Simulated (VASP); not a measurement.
A run of VASP 6.6.1 is set up as follows.

INCAR

```
ALGO     = Normal         # electronic algorithm
EDIFF    = 1E-6           # SCF threshold, eV
EDIFFG   = -0.005         # ionic threshold
ENCUT    = 600            # plane-wave cutoff, eV
GGA      = PE             # functional
IBRION   = 2              # ionic algorithm
ISIF     = 3              # what is computed and relaxed
ISMEAR   = -1             # smearing method
LASPH    = True           # aspherical terms in the spheres
LCHARG   = False          # write CHGCAR
LREAL    = False          # projectors in reciprocal space
LWAVE    = False          # write WAVECAR
NELM     = 60             # most SCF steps
NSW      = 60             # ionic steps
PREC     = Accurate       # precision mode
PSTRESS  = 560.0        
SIGMA    = 0.08           # smearing width, eV
```

KPOINTS

```
k-points
0
Gamma
  16 16 9
```

File POSCAR:

```
As
1.0
    2.6951057563      0.0000000000      0.0000000000
   -1.3475528782      2.3340300508      0.0000000000
    0.0000000000      0.0000000000      4.3660713252
As
2
Direct
    0.3333333333      0.6666666667      0.2500000000
    0.6666666667      0.3333333333      0.7500000000
```

Potentials or basis: VASP PAW PBE potentials, release 64 (As).

Command:

```bash
$ cat potpaw_PBE.64/As/POTCAR > POTCAR
$ mpirun -np 1 vasp_std > vasp.out
```

(1) Predict the relaxed volume.

(2) Estimate the band gap on the k mesh.

(3) What does it give for the space group after relaxing (to 0.05 Å)?

(4) Predict the relaxed cell.

Answers

(1) 13.76 Å³/atom.

(2) zero (band 5 reaches 17.24 eV, above the bottom of band 6 at 5.94 eV).

(3) P6_3/mmc (No. 194).

(4) a = 2.725 Å, b = 2.725 Å, c = 4.280 Å, α = 90.00°, β = 90.00°, γ = 120.00°.

Caveat: the cell is relaxed towards a set pressure, so the enthalpy falls and the energy may rise.
